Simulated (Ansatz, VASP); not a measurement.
One calculation of Ti4C3, two programs

```
Ti C
1.0
     3.06335    0.21364    0.14591
    -0.26264    4.21673   -0.73229
    -0.09652   -3.19087    6.78142
Ti C
4 3
Direct
  0.04572 0.57852 0.43481
  0.54574 0.31135 0.66787
  0.54602 0.84569 0.20165
  0.04578 0.07849 0.93481
  0.54595 0.32368 0.18049
  0.54574 0.83346 0.68924
  0.04580 0.07847 0.43474
```

Alike in both runs: functional PBE; k mesh 5 × 4 × 3; occupations gaussian, width 0.2 eV; no spin polarisation.

Ansatz relaxed the structure, and its values are those at the end. VASP's run is a single point on that final structure, the one shown.

```csv
,VASP,Ansatz
version,VASP 6.6.1,Ansatz 0.2.0
potentials or method,"VASP PAW PBE potentials, release 64 (Ti_sv, C), cutoff 520 eV","scalar-relativistic, plane waves, PAW"
valence electrons in the cell,60,60
```

|  | VASP | Ansatz | Ansatz less VASP |
| --- | --- | --- | --- |
| gap on the k mesh at the Fermi level (eV) | none | none | - |
| pressure (GPa) | 0.4 | 0.2 | -0.15 |
| rms of the force components (eV/Å) | 0.013 | 0.010 | -0.0024 |

A gap of «none» marks a metal or a gap that the smearing closes.

The k mesh is coarse, so the values compare programs but aren't converged.
